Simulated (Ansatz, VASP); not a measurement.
# One calculation of GaP, two programs

File POSCAR:

```
GaP
1.0
    0.0000000000      2.6978789279      2.6978789279
    2.6978789279      0.0000000000      2.6978789279
    2.6978789279      2.6978789279      0.0000000000
Ga P
1 1
Direct
    0.0000000000      0.0000000000      0.0000000000
    0.2500000000      0.2500000000      0.2500000000
```

Contents of INCAR.step1:

```
SYSTEM = GaP
PREC = Accurate
ENCUT = 520
ISMEAR = 0
SIGMA = 0.01
LREAL = .FALSE.
LASPH = .TRUE.
NELM = 100
NBANDS = 16
GGA = PE
ALGO = Normal
EDIFF = 1E-4
LWAVE = .TRUE.
LCHARG = .FALSE.
```

Contents of INCAR.step2:

```
SYSTEM = GaP
PREC = Accurate
ENCUT = 520
EDIFF = 1E-6
ISMEAR = 0
SIGMA = 0.01
LREAL = .FALSE.
LASPH = .TRUE.
NELM = 100
ALGO = Normal
ISIF = 2
LWAVE = .FALSE.
LCHARG = .FALSE.
METAGGA = R2SCAN
LMIXTAU = .TRUE.
NBANDS = 16
ISTART = 1
```

The input KPOINTS:

```
regular mesh
0
G
  6 6 6
  0 0 0
```

Input for Ansatz:

```yaml
crystal:
  lattice:
    - [0.0, 2.6978789279, 2.6978789279]
    - [2.6978789279, 0.0, 2.6978789279]
    - [2.6978789279, 2.6978789279, 0.0]
  atoms:
    - { symbol: Ga, position: [0.0, 0.0, 0.0] }
    - { symbol: P, position: [0.25, 0.25, 0.25] }
kpoints:
  mp_grid: { grid: [6, 6, 6] }
hamiltonian:
  xc: r2scan
scf:
  occupations: { method: fixed }
  n_extra_bands: 4
output:
  forces: true
  stress: true
  eigenvalues: true
```

Alike in both runs: task single point; functional r2SCAN; k mesh 6 × 6 × 6; no spin polarisation.

|  | VASP | Ansatz |
| --- | --- | --- |
| version | VASP 6.6.1 | Ansatz 0.2.0 |
| potentials or method | VASP PAW PBE potentials, release 64 (Ga_d, P) | plane waves, PAW |
| plane-wave cutoff (eV) | 520 | 500 |
| occupations | gaussian, width 0.01 eV | fixed |
| valence electrons in the cell | 18 | 18 |

Ansatz gave:

```
gap on the k mesh at the Fermi level (eV) : 1.84
pressure (GPa)                            : 2.9
```

Problem. Which values does VASP return?

Solution. gap on the k mesh at the Fermi level (eV): 1.85; pressure (GPa): 2.9.

VASP's potentials were made for PBE, not for r2SCAN.
